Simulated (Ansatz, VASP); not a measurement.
**One calculation of HfC5, two programs**

```
CELL_PARAMETERS angstrom
4.85213 0.00000 0.00000
0.00000 4.85213 0.00000
0.00000 0.00000 3.08190
ATOMIC_POSITIONS crystal
Hf 0.50000 0.50000 0.50000
C 0.84134 0.84134 0.50000
C 0.15866 0.15866 0.50000
C 0.15866 0.84134 0.50000
C 0.84134 0.15866 0.50000
C 0.00000 0.00000 0.00000
```

Alike in both runs: task relaxation of cell and atoms; functional PBE; k mesh 8 × 8 × 12; occupations gaussian, width 0.1 eV; no spin polarisation.

|  | VASP | Ansatz |
| --- | --- | --- |
| version | VASP 6.6.1 | Ansatz 0.2.0 |
| potentials or method | VASP PAW PBE potentials, release 64 (Hf_pv, C), cutoff 600 eV | scalar-relativistic, plane waves, PAW |
| valence electrons in the cell | 30 | 46 |

Ansatz gave:

```
gap on the k mesh at the Fermi level, each at its own relaxed structure (eV) : none
relaxed volume (Å³/atom)                                                     : 11.80
relaxed cell length with the largest relative difference (Å)                 : 4.848
```

Task: Estimate VASP's values.

Result: gap on the k mesh at the Fermi level, each at its own relaxed structure (eV): none; relaxed volume (Å³/atom): 11.78; relaxed cell length with the largest relative difference (Å): 4.844.

A gap of «none» marks a metal or a gap that the smearing closes. VASP's potentials hold 30 valence electrons a cell and Ansatz's 46, so a difference there can come from the potentials and not from the codes.

Spin-orbit coupling is off throughout.
